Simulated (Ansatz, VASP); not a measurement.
## Cr: VASP beside Ansatz

```
Cr
1.0
     2.99904    0.00000    0.00000
     0.00000    2.99904    0.00000
     0.00000    0.00000    2.90952
Cr
2
Cartesian
  0.0000 0.0000 0.0000
  1.4995 1.4995 1.4548
```

Change from the starting cell: stretched by -2 % along [0.0, 0.0, 1.0] at fixed volume; collinear moments without spin-orbit coupling, LAPW.

Alike in both runs: task single point; functional LDA; k mesh 8 × 8 × 8; occupations fermi-dirac, width 0.05 eV; collinear spin.

|  | VASP | Ansatz |
| --- | --- | --- |
| version | VASP 6.6.1 | Ansatz 0.2.0 |
| potentials or method | VASP PAW LDA potentials, release 64 (Cr_pv), cutoff 520 eV | all-electron LAPW, scalar-relativistic |

VASP gave:

* net moment per atom (μB): 0.00
* size of the moment on the site where the two differ most (μB): 1.11

**Question.** Which values does Ansatz return?

**Answer.** net moment per atom (μB): 0.00; size of the moment on the site where the two differ most (μB): 1.28.

LDA's correlation is that of Perdew and Zunger in VASP and of Perdew and Wang (1992) in Ansatz. Site moments also hang on the region over which each program counts them. Ansatz ran all-electron here, and VASP with PAW potentials.
